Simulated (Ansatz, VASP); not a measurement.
One calculation of WSe2, two programs

The input INCAR:

```
PREC = Accurate ; ENCUT = 520
EDIFF = 1E-7 ; ISMEAR = -1
SIGMA = 0.08 ; LREAL = False
LASPH = True ; NELM = 80
ALGO = Normal ; ISIF = 2
LWAVE = False ; LCHARG = False
GGA = PS ; NBANDS = 35
```

The input KPOINTS:

```
Automatic mesh
0
Gamma
  11 11 3
```

Contents of POSCAR:

```
WSe2
1.0
    3.2899984505      0.0000000000      0.0000000000
   -1.6449992252      2.8492222365      0.0000000000
    0.0000000000      0.0000000000     13.3591000000
W Se
2 4
Direct
    0.3333333333      0.6666666667      0.2500000000
    0.6666666667      0.3333333333      0.7500000000
    0.3333333333      0.6666666667      0.6210000000
    0.6666666667      0.3333333333      0.1210000000
    0.3333333333      0.6666666667      0.8790000000
    0.6666666667      0.3333333333      0.3790000000
```

Input for Ansatz:

```yaml
crystal:
  lattice:
    - [3.2899984505, 0.0, 0.0]
    - [-1.6449992252, 2.8492222365, 0.0]
    - [0.0, 0.0, 13.3591]
  atoms:
    - { symbol: W, position: [0.3333333333, 0.6666666667, 0.25] }
    - { symbol: W, position: [0.6666666667, 0.3333333333, 0.75] }
    - { symbol: Se, position: [0.3333333333, 0.6666666667, 0.621] }
    - { symbol: Se, position: [0.6666666667, 0.3333333333, 0.121] }
    - { symbol: Se, position: [0.3333333333, 0.6666666667, 0.879] }
    - { symbol: Se, position: [0.6666666667, 0.3333333333, 0.379] }
kpoints:
  mp_grid: { grid: [11, 11, 3] }
  band_path:
    path:
      - [0.0, 0.0, 0.0]
      - [0.5, 0.0, 0.0]
      - [0.3333333333, 0.3333333333, 0.0]
      - [0.0, 0.0, 0.0]
      - [0.0, 0.0, 0.5]
      - [0.5, 0.0, 0.5]
      - [0.3333333333, 0.3333333333, 0.5]
      - [0.0, 0.0, 0.5]
      - [0.5, 0.0, 0.5]
    npoints: 5
scf:
  occupations: { method: fermi_dirac, width: 0.08 }
hamiltonian:
  xc: pbesol
  pseudopotentials: { kind: all_electron, lapw: { basis_error: 0.0005 } }
output:
  forces: true
  stress: true
  eigenvalues: true
```

Change from the starting cell: zz strain of +3 %.

Alike in both runs: task single point; functional PBEsol; k mesh 11 × 11 × 3; occupations fermi-dirac, width 0.08 eV; no spin polarisation.

```csv
,VASP,Ansatz
version,VASP 6.6.1,Ansatz 0.2.0
potentials or method,"VASP PAW PBE potentials, release 64 (W_sv, Se), cutoff 520 eV","all-electron LAPW, scalar-relativistic"
```

```csv
,VASP,Ansatz,Ansatz less VASP
pressure (GPa),-5.2,-5.4,-0.29
"traceless stress, the component that is largest in VASP (GPa)",-2.57,-2.66,-0.087
rms of the force components (eV/Å),0.408,0.429,+0.0212
```

VASP's potentials were made for PBE, not for PBEsol. Atom by atom the forces differ by 0.021 eV/Å (rms over components). Ansatz ran all-electron here, and VASP with PAW potentials.

Neither program's run includes spin-orbit coupling.
